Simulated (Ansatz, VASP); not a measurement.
## Sn: VASP beside Ansatz

```xyz
1
Lattice="-2.0292 2.0292 1.6608 2.0292 -2.0292 1.6608 2.0292 2.0292 -1.6608" Properties=species:S:1:pos:R:3 pbc="T T T"
Sn    0.0000    0.0000    0.0000
```

Alike in both runs: task relaxation of cell and atoms; functional B3LYP; k mesh 5 × 5 × 5; occupations fermi-dirac, width 0.05 eV; no spin polarisation.

|  | VASP | Ansatz |
| --- | --- | --- |
| version | VASP 6.6.1 | Ansatz 0.2.0 |
| potentials or method | VASP PAW PBE potentials, release 64 (Sn_d) | Ansatz PAW |
| plane-wave cutoff (eV) | 600 | 420 |
| valence electrons in the cell | 14 | 14 |

Ansatz gave:

- gap on the k mesh at the Fermi level, each at its own relaxed structure (eV): none
- relaxed volume (Å³/atom): 31.38
- relaxed length of the cell vector where the two differ most in proportion (Å): 3.457

Which values does VASP return?

gap on the k mesh at the Fermi level, each at its own relaxed structure (eV): none; relaxed volume (Å³/atom): 31.32; relaxed length of the cell vector where the two differ most in proportion (Å): 3.455.

VASP's potentials were made for PBE, not for B3LYP. A gap of «none» marks a metal or a gap that the smearing closes.

The k mesh is coarse, so the values compare programs but aren't converged. Noted on Ansatz's run: the plane-wave basis is chosen anew once the cell has moved, so the energies of steps on either side of that aren't comparable.
